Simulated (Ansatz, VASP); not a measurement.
# One calculation of TaN, two programs

```
Ta N
1.0
     3.00878    0.00000    0.00000
    -1.50439    2.60568    0.00000
     0.00000    0.00000    4.87324
Ta N
2 2
Direct
  0.33333 0.66667 0.00000
  0.66667 0.33333 0.50000
  0.33333 0.66667 0.38500
  0.66667 0.33333 0.88500
```

Change from the starting cell: volume scaled by 0.96, crystal datasets.

Alike in both runs: task electric field gradients; functional LDA; k mesh 9 × 9 × 5; occupations fermi-dirac, width 0.03 eV; no spin polarisation.

```csv
,VASP,Ansatz
version,VASP 6.6.1,Ansatz 0.2.0
potentials or method,"VASP PAW LDA potentials, release 64 (Ta_pv, N), cutoff 520 eV","all-electron PAW with datasets made for the crystal, scalar-relativistic"
```

```csv
,VASP,Ansatz,Ansatz less VASP
pressure (GPa),153.3,145.5,-7.80
"traceless stress, the component that is largest in VASP (GPa)",-20.53,-19.65,+0.880
rms of the force components (eV/Å),1.357,1.338,-0.0189
size of Vzz on the site where it differs most (V/Å²),129.9,123.6,-6.25
```

LDA's correlation is that of Perdew and Zunger in VASP and of Perdew and Wang (1992) in Ansatz. Atom by atom the forces differ by 0.019 eV/Å (rms over components). Both programs put the cell under a high pressure, so it lies far from rest at this level. Ansatz ran all-electron here, and VASP with PAW potentials.

Spin-orbit coupling is off throughout. Noted on VASP's run: the cell as given lies far from equilibrium.
